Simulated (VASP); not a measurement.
# Ag (Fm-3m) in VASP: a series of runs

The runs below take Ag through single point, relaxation of cell and atoms, with PBE.

Everything below comes from runs of VASP 6.6.1. Logs are shortened: lines on timing, memory, paths and dates and some standing lists are left out, and cuts for length are marked.

### Step 1. The cell of the first run

The structure is cubic, space group Fm-3m (No. 225). The conventional cell has a = 4.148 Å, b = 4.148 Å, c = 4.148 Å, α = 90.00°, β = 90.00°, γ = 90.00°. Ag (site symmetry m-3m) has 12 Ag at 2.93 Å within 3.9 Å.

### Step 2. Single point, PBE

INCAR reads:

```
SYSTEM = Ag
  ALGO = Normal
  EDIFF = 1E-6
  ENCUT = 520
  GGA = PE
  ISIF = 2
  ISMEAR = -1
  LASPH = .TRUE.
  LCHARG = .FALSE.
  LREAL = .FALSE.
  LWAVE = .FALSE.
  NBANDS = 12
  NELM = 100
  PREC = Accurate
  SIGMA = 0.1
```

KPOINTS reads:

```
k-points
0
G
  18 18 18
  0 0 0
```

POSCAR reads:

```
Ag
1.0
    0.0000000000      2.0739900230      2.0739900230
    2.0739900230      0.0000000000      2.0739900230
    2.0739900230      2.0739900230      0.0000000000
Ag
1
Direct
    0.0000000000      0.0000000000      0.0000000000
```

Potentials or basis: VASP PAW PBE potentials, release 64 (Ag).

Launch:

```console
$ cat potpaw_PBE.64/Ag/POTCAR > POTCAR
$ mpirun -np 1 vasp_std > vasp.out
```

OUTCAR:

```text
SYSTEM = Ag
   EDIFF = 1E-6
   ENCUT = 520
   GGA = PE
   ISIF = 2
   ISMEAR = -1
   LASPH = .TRUE.
   LREAL = .FALSE.
   NELM = 100
   PREC = Accurate

 ion  position               nearest neighbor table
   1  0.000  0.000  0.000-

  LATTYP: Found a face centered cubic cell.
 ALAT       =     4.1479800460

  Lattice vectors:

 A1 = (   0.0000000000,   2.0739900230,   2.0739900230)
 A2 = (   2.0739900230,   0.0000000000,   2.0739900230)
 A3 = (   2.0739900230,   2.0739900230,   0.0000000000)

Analysis of symmetry for initial positions (statically):
=====================================================================
 Subroutine PRICEL returns:
 Original cell was already a primitive cell.

 Routine SETGRP: Setting up the symmetry group for a
 face centered cubic supercell.

 Subroutine GETGRP returns: Found 48 space group operations
 (whereof 48 operations were pure point group operations)
 out of a pool of 48 trial point group operations.

The static configuration has the point symmetry O_h .

Analysis of symmetry for dynamics (positions and initial velocities):
=====================================================================
 Subroutine PRICEL returns:
 Original cell was already a primitive cell.

 Routine SETGRP: Setting up the symmetry group for a
 face centered cubic supercell.

 Subroutine GETGRP returns: Found 48 space group operations
 (whereof 48 operations were pure point group operations)
 out of a pool of 48 trial point group operations.

The dynamic configuration has the point symmetry O_h .

 Subroutine INISYM returns: Found 48 space group operations
 (whereof 48 operations are pure point group operations),
 and found     1 'primitive' translations

----------------------------------------------------------------------------------------

                                     Primitive cell

  volume of cell :      17.8423

  direct lattice vectors                    reciprocal lattice vectors
     0.000000000  2.073990023  2.073990023    -0.241081198  0.241081198  0.241081198
     2.073990023  0.000000000  2.073990023     0.241081198 -0.241081198  0.241081198
     2.073990023  2.073990023  0.000000000     0.241081198  0.241081198 -0.241081198

  length of vectors
     2.933064819  2.933064819  2.933064819     0.417564884  0.417564884  0.417564884

  position of ions in fractional coordinates (direct lattice)
     0.000000000  0.000000000  0.000000000

  ion indices of the primitive-cell ions
   primitive index   ion index
                 1           1

----------------------------------------------------------------------------------------

 KPOINTS: k-points

Automatic generation of k-mesh.
 Grid dimensions read from file:
 generate k-points for:   18   18   18

 Generating k-lattice:

  Cartesian coordinates                     Fractional coordinates (reciprocal lattice)
    -0.013393400  0.013393400  0.013393400     0.055555556  0.000000000  0.000000000
     0.013393400 -0.013393400  0.013393400     0.000000000  0.055555556  0.000000000
     0.013393400  0.013393400 -0.013393400     0.000000000  0.000000000  0.055555556

  Length of vectors
     0.023198049  0.023198049  0.023198049

  Shift w.r.t. Gamma in fractional coordinates (k-lattice)
     0.000000000  0.000000000  0.000000000

 Subroutine IBZKPT returns following result:
 ===========================================

 Found    195 irreducible k-points:

 Following reciprocal coordinates:
            Coordinates               Weight
  0.000000  0.000000  0.000000      1.000000
  0.055556  0.000000  0.000000      8.000000
  0.111111  0.000000  0.000000      8.000000
  0.166667  0.000000  0.000000      8.000000
  0.222222  0.000000  0.000000      8.000000
  0.277778  0.000000  0.000000      8.000000
[... 16 lines left out ...]
 -0.277778  0.055556  0.000000     24.000000
 -0.222222  0.055556  0.000000     24.000000
 [... further k-points ...]
   k-points           NKPTS =    195   k-points in BZ     NKDIM =    195   number of bands    NBANDS=     12
   number of dos      NEDOS =    301   number of ions     NIONS =      1
   total plane-waves  NPLWV =  13824
   dimension x,y,z NGX =    24 NGY =   24 NGZ =   24
   dimension x,y,z NGXF=    48 NGYF=   48 NGZF=   48
   ions per type =               1
   NGX,Y,Z   is equivalent  to a cutoff of  13.60, 13.60, 13.60 a.u.
   NGXF,Y,Z  is equivalent  to a cutoff of  27.21, 27.21, 27.21 a.u.
 SYSTEM =  Ag
   PREC   = accura    normal or accurate (medium, high low for compatibility)
   ISTART =      0    job   : 0-new  1-cont  2-samecut
   ICHARG =      2    charge: 1-file 2-atom 10-const
   ISPIN  =      1    spin polarized calculation?
   LNONCOLLINEAR =      F non collinear calculations
   LSORBIT =      F    spin-orbit coupling
   LASPH  =      T    aspherical Exc in radial PAW
   ENCUT  =  520.0 eV  38.22 Ry    6.18 a.u.   5.45  5.45  5.45*2*pi/ulx,y,z
   NELM   =    100;   NELMIN=  2; NELMDL= -5     # of ELM steps
   EDIFF  = 0.1E-05   stopping-criterion for ELM
   LREAL  =      F    real-space projection
   EDIFFG = 0.1E-04   stopping-criterion for IOM
   NSW    =      0    number of steps for IOM
   IBRION =     -1    ionic relax: 0-MD 1-quasi-New 2-CG
   NFREE  =      0    steps in history (QN), initial steepest desc. (CG)
   ISIF   =      2    stress and relaxation
   ISYM   =      2    0-nonsym 1-usesym 2-fastsym
   POTIM  = 0.5000    time-step for ionic-motion
   TEBEG  =    0.0;   TEEND  =   0.0 temperature during run
   PSTRESS=    0.0 pullay stress
   NELECT =      11.0000    total number of electrons
   NUPDOWN=      -1.0000    fix difference up-down
   EMIN   =  10.00;   EMAX   =-10.00  energy-range for DOS
   EFERMI =   0.00;   METHOD = LEGACY
   ISMEAR =    -1;   SIGMA  =   0.10  broadening in eV -4-tet -1-fermi 0-gaus
   EFERMI_NEDOS =   21; number of points for ismear=-14 and -15
   IALGO  =     38    algorithm
   IMIX   =      4    mixing-type and parameters
     AMIX     =   0.40;   BMIX     =  1.00
     AMIX_MAG =   1.60;   BMIX_MAG =  1.00
  volume/ion in A,a.u.               =      17.84       120.41
  Fermi-wavevector in a.u.,A,eV,Ry     =   1.393336  2.633022 26.414134  1.941384
  Thomas-Fermi vector in A             =   2.516992
   LORBIT       =      0    0 simple, 1 ext, 2 COOP (PROOUT), +10 PAW based schemes
   GGA     = PE    functional components
   LHFCALC =     F    Hartree Fock is set to
   AEXX    =    0.0000 exact exchange contribution
   IVDW    =     0    specifies the selected vdW correction
   LEPSILON=     F    determine dielectric tensor
   LRPA    =     F    only Hartree local field effects (RPA)
 non-spin polarized calculation
  energy-cutoff  :      520.00
  volume of cell :       17.84
 maximum number of plane-waves:       531
 NGX is ok and might be reduce to    24
   NGX = 11   NGY = 11   NGZ = 11

 number of electron      11.0000000 magnetization

 Free energy of the ion-electron system (eV)
  ---------------------------------------------------
  ext. energy  EPLUGINS =         0.00000000
  ---------------------------------------------------
  free energy    TOTEN  =        -2.72394429 eV

  energy without entropy =       -2.71625520  energy(sigma->0) =       -2.72009975

 E-fermi :   7.8115     XC(G=0): -11.9407

 val. band max:        7.7534793027   @ k =   0.5000   0.1667   0.0556
 cond. band min:       7.8931499556   @ k =   0.5000   0.3333   0.1111
 fundamental gap:      0.1396706529
 Fermi energy:         7.8115401445

 k-point     1 :       0.0000    0.0000    0.0000
  band No.  band energies     occupation
      1       0.3749      2.00000
      2       3.1680      2.00000
      3       3.1680      2.00000
      4       3.1680      2.00000
      5       4.1215      2.00000
      6       4.1215      2.00000
      7      23.7340      0.00000
      8      27.0437      0.00000
      9      27.0437      0.00000
     10      27.0437      0.00000
     11      31.7432      0.00000
     12      32.6023      0.00000

 k-point     2 :       0.0556    0.0000    0.0000
  band No.  band energies     occupation
      1       0.4682      2.00000
      2       3.1476      2.00000
      3       3.1931      2.00000
      4       3.1931      2.00000
      5       4.1121      2.00000
      6       4.1121      2.00000
      7      23.7388      0.00000
      8      26.2024      0.00000
      9      27.0687      0.00000
     10      27.0687      0.00000
     11      31.7526      0.00000
     12      32.5160      0.00000

 k-point     3 :       0.1111    0.0000    0.0000
  band No.  band energies     occupation
      1       0.7379      2.00000
      2       3.1005      2.00000
      3       3.2583      2.00000
      4       3.2583      2.00000
      5       4.0936      2.00000
      6       4.0936      2.00000
      7      23.3786      0.00000
      8      24.8887      0.00000
      9      27.1222      0.00000
     10      27.1222      0.00000
     11      30.9326      0.00000
     12      32.1919      0.00000

 k-point     4 :       0.1667    0.0000    0.0000
  band No.  band energies     occupation
      1       1.1418      2.00000
      2       3.0801      2.00000
      3       3.3308      2.00000
      4       3.3308      2.00000
      5       4.0983      2.00000
      6       4.0983      2.00000
      7      21.7542      0.00000
      8      24.5537      0.00000
      9      27.1400      0.00000
     10      27.1400      0.00000
     11      30.2476      0.00000
     12      31.5904      0.00000

 k-point     5 :       0.2222    0.0000    0.0000
  band No.  band energies     occupation
      1       1.5572      2.00000
      2       3.2224      2.00000
      3       3.3620      2.00000
      4       3.3620      2.00000
      5       4.1711      2.00000
      6       4.1711      2.00000
      7      19.6787      0.00000
      8      24.4015      0.00000
      9      27.0222      0.00000
     10      27.0222      0.00000
     11      30.0883      0.00000
     12      30.9124      0.00000
[... 228 lines left out ...]
      1       1.7969      2.00000
      2       3.1710      2.00000
      3       3.2242      2.00000
      4       4.5870      2.00000
      5       4.6624      2.00000
      6       6.4259      2.00000
      7      13.0372      0.00000
      8      22.9886      0.00000
      9      24.6082      0.00000
     10      25.8390      0.00000
     11      30.0753      0.00000
     12      30.4204      0.00000

 k-point    22 :      -0.3333    0.0556    0.0000
  band No.  band energies     occupation
      1       1.8530      2.00000
      2       3.2333      2.00000
      3       3.2808      2.00000
      4       4.3142      2.00000
      5       4.4684      2.00000
      6       5.3910      2.00000
      7      14.8935      0.00000
      8      23.2140      0.00000
      9      24.9422      0.00000
     10      26.7095      0.00000
     11      29.9067      0.00000
     12      30.1484      0.00000

 k-point    23 :      -0.2778    0.0556    0.0000
  band No.  band energies     occupation
      1       1.8724      2.00000
      2       3.2917      2.00000
      3       3.3481      2.00000
      4       3.7938      2.00000
      5       4.2573      2.00000
      6       4.7433      2.00000
      7      16.9217      0.00000
      8      23.5014      0.00000
      9      25.4558      0.00000
     10      27.7040      0.00000
     11      29.6263      0.00000
     12      29.7809      0.00000

 k-point    24 :      -0.2222    0.0556    0.0000
  band No.  band energies     occupation
      1       1.7347      2.00000
      2       3.1932      2.00000
      3       3.3951      2.00000
      4       3.4222      2.00000
      5       4.0807      2.00000
      6       4.4232      2.00000
      7      19.0333      0.00000
      8      23.7891      0.00000
      9      25.9999      0.00000
     10      28.3967      0.00000
     11      29.1512      0.00000
     12      30.0555      0.00000

 [... further k-points ...]

------------------------ aborting loop because EDIFF is reached ----------------------------------------

  FORCE on cell =-STRESS in cart. coord.  units (eV):
  Direction    XX          YY          ZZ          XY          YZ          ZX
  --------------------------------------------------------------------------------------
  -------------------------------------------------------------------------------------
  Total       -0.0130791     -0.0130791     -0.0130791      0.0000000      0.0000000      0.0000000
  in kB       -1.1744580     -1.1744580     -1.1744580      0.0000000      0.0000000      0.0000000
  external PRESSURE =      -1.1744580 kB  Pullay stress =       0.0000000 kB

 VOLUME and BASIS-vectors are now :
 -----------------------------------------------------------------------------
  energy-cutoff  :      520.00
  volume of cell :       17.84
      direct lattice vectors                 reciprocal lattice vectors
     0.000000000  2.073990023  2.073990023    -0.241081198  0.241081198  0.241081198
     2.073990023  0.000000000  2.073990023     0.241081198 -0.241081198  0.241081198
     2.073990023  2.073990023  0.000000000     0.241081198  0.241081198 -0.241081198

 POSITION                                       TOTAL-FORCE (eV/Angst)
 -----------------------------------------------------------------------------------
      0.00000      0.00000      0.00000         0.000000      0.000000      0.000000
 -----------------------------------------------------------------------------------
    total drift:                               -0.000000      0.000000      0.000000

  FREE ENERGIE OF THE ION-ELECTRON SYSTEM (eV)
  ---------------------------------------------------
  free  energy   TOTEN  =        -2.7239442944 eV

  energy  without entropy=       -2.7162552000  energy(sigma->0) =       -2.72009975
```

It took 11 s on 1 thread of Intel Xeon 6975P-C (Granite Rapids), shared host; peak memory 0.17 GiB.

Results:

```yaml
Free_energy: -2.7239 eV
Pressure: -0.1 GPa
Band_gap_on_the_k_mesh: zero (an odd number of electrons rules out a gap without spin polarisation)
```

### Step 3. Relaxation of cell and atoms, PBE

INCAR reads:

```
ALGO = Normal ; EDIFF = 1E-6
EDIFFG = -0.005 ; ENCUT = 600
GGA = PE ; IBRION = 2
ISIF = 3 ; ISMEAR = -1
LASPH = True ; LCHARG = False
LREAL = False ; LWAVE = False
NELM = 100 ; NSW = 60
PREC = Accurate ; SIGMA = 0.1
```

KPOINTS reads:

```
k-points
0
Gamma
  18 18 18
```

POSCAR reads:

```
Ag
1.0
    0.0000000000      2.0734371548      2.0734371548
    2.0734371548      0.0000000000      2.0734371548
    2.0734371548      2.0734371548      0.0000000000
Ag
1
Direct
    0.0000000000      0.0000000000      0.0000000000
```

Potentials or basis: VASP PAW PBE potentials, release 64 (Ag).

Launch:

```console
$ cat potpaw_PBE.64/Ag/POTCAR > POTCAR
$ mpirun -np 1 vasp_std > vasp.out
```

It took 12 s on 1 thread of Intel Xeon 6975P-C (Granite Rapids), shared host; peak memory 0.17 GiB.

Results (log left out):

```yaml
Free_energy: -2.7237 eV
Relaxed_volume: 17.81 Å³/atom
Relaxed_cell: a = 2.931 Å, b = 2.931 Å, c = 2.931 Å, α = 60.00°, β = 60.00°, γ = 60.00°
Space_group_after_relaxing_to_0.1_Å: Fm-3m (No. 225)
Energy_gained_by_relaxing: 0.0 meV/atom
Ionic_steps: 2
Pressure_after_relaxing: 0.0 GPa
Band_gap_on_the_k_mesh: zero (an odd number of electrons rules out a gap without spin polarisation)
```

Final structure:
```xyz
1
Lattice="0.0000 2.0728 2.0728 2.0728 0.0000 2.0728 2.0728 2.0728 0.0000" Properties=species:S:1:pos:R:3 pbc="T T T"
Ag    0.0000    2.0728    2.0728
```

Levels at points of the mesh, in eV from the Fermi level:
```csv
k point,band 2,band 3,band 4,band 5,band 6,band 7,band 8,band 9
"(0.00, 0.00, 0.00)",-4.65,-4.65,-4.65,-3.69,-3.69,15.93,19.25,19.25
"(0.50, 0.00, 0.00)",-4.67,-4.67,-2.96,-2.96,-0.28,3.37,15.16,17.43
"(0.50, 0.50, 0.00)",-6.04,-2.99,-2.76,-2.76,1.65,6.41,10.45,10.45
```

The gap in the log of VASP goes by the Fermi energy; the results here count the filled bands.